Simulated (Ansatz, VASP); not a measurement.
# SrO in VASP and in Ansatz

INCAR

```
PREC = Accurate
ENCUT = 520
EDIFF = 1E-6
ISMEAR = 0
SIGMA = 0.01
LREAL = False
LASPH = True
NELM = 100
ALGO = Normal
ISIF = 2
LWAVE = False
LCHARG = False
GGA = PE
NBANDS = 24
```

The input KPOINTS:

```
regular mesh
0
Gamma
  6 6 4
```

The input POSCAR:

```
SrO
1.0
    4.2895703072      0.0000000000      0.0000000000
   -2.1447851536      3.7148768573      0.0000000000
    0.0000000000      0.0000000000      5.1831991123
Sr O
2 2
Direct
    0.3333333333      0.6666666667      0.9375089398
    0.6666666667      0.3333333333      0.4375089398
    0.3333333333      0.6666666667      0.4374910602
    0.6666666667      0.3333333333      0.9374910602
```

Input for Ansatz:

```yaml
crystal:
  lattice:
    - [4.2895703072, 0.0, 0.0]
    - [-2.1447851536, 3.7148768573, 0.0]
    - [0.0, 0.0, 5.1831991123]
  atoms:
    - { symbol: Sr, position: [0.3333333333, 0.6666666667, 0.9375089398] }
    - { symbol: Sr, position: [0.6666666667, 0.3333333333, 0.4375089398] }
    - { symbol: O, position: [0.3333333333, 0.6666666667, 0.4374910602] }
    - { symbol: O, position: [0.6666666667, 0.3333333333, 0.9374910602] }
kpoints:
  mp_grid: { grid: [6, 6, 4] }
hamiltonian:
  xc: pbe
scf:
  occupations: { method: fixed }
  n_extra_bands: 5
output:
  forces: true
  stress: true
  eigenvalues: true
```

Alike in both runs: task single point; functional PBE; k mesh 6 × 6 × 4; no spin polarisation.

```csv
,VASP,Ansatz
version,VASP 6.6.1,Ansatz 0.2.0
potentials or method,"VASP PAW PBE potentials, release 64 (Sr_sv, O)","plane waves, PAW"
plane-wave cutoff (eV),520,420
occupations,"gaussian, width 0.01 eV",fixed
valence electrons in the cell,32,32
```

|  | VASP | Ansatz | Ansatz less VASP |
| --- | --- | --- | --- |
| gap on the k mesh at the Fermi level (eV) | 2.60 | 2.61 | +0.018 |
| pressure (GPa) | 0.5 | 0.0 | -0.44 |

Ansatz's warnings: structure snapped to symmetry.
